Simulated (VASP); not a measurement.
Write the native input for VASP 6.6.1 that does the following.

- Task: single point
- Functional: PBE
- Potentials or basis: VASP PAW PBE potentials, release 64 (Na_pv, Se)
- Cutoff: 520 eV
- k mesh: 8 × 8 × 8
- Occupations: gaussian, width 0.1 eV
- Spin: no spin polarisation
- Dipole correction: no
- Further INCAR settings: ALGO = Normal; EDIFF = 1e-07; NBANDS = 24

The structure of NaSe4 lies in POSCAR:

```
NaSe4
1.0
    5.0902067600      0.0000000000      0.0000000000
    0.0000000000      5.0902067600      0.0000000000
    0.0000000000      0.0000000000      5.0902067600
Na Se
1 4
Direct
    0.5000000000      0.5000000000      0.5000000000
    0.0000000000      0.5000000000      0.5000000000
    0.5000000000      0.0000000000      0.5000000000
    0.5000000000      0.5000000000      0.0000000000
    0.0000000000      0.0000000000      0.0000000000
```

These files were run (other wordings do the same):

INCAR

```
PREC = Accurate ; ENCUT = 520
EDIFF = 1E-7 ; ISMEAR = 0
SIGMA = 0.1 ; LREAL = False
LASPH = True ; NELM = 100
ALGO = Normal ; ISIF = 2
LWAVE = False ; LCHARG = False
GGA = PE ; NBANDS = 24
```

KPOINTS

```
regular mesh
0
Gamma
  8 8 8
```

Potentials or basis: VASP PAW PBE potentials, release 64 (Na_pv, Se).

The run is started by

```bash
$ cat potpaw_PBE.64/Na_pv/POTCAR potpaw_PBE.64/Se/POTCAR > POTCAR
$ mpirun -np 1 vasp_std > vasp.out
```

Results of the run:

```
Pressure : 0.0 GPa
```

It took 120 s on 1 thread of AMD EPYC 7R43 64-Core Processor (Zen 3), with other jobs on the host, peak memory 0.25 GiB.
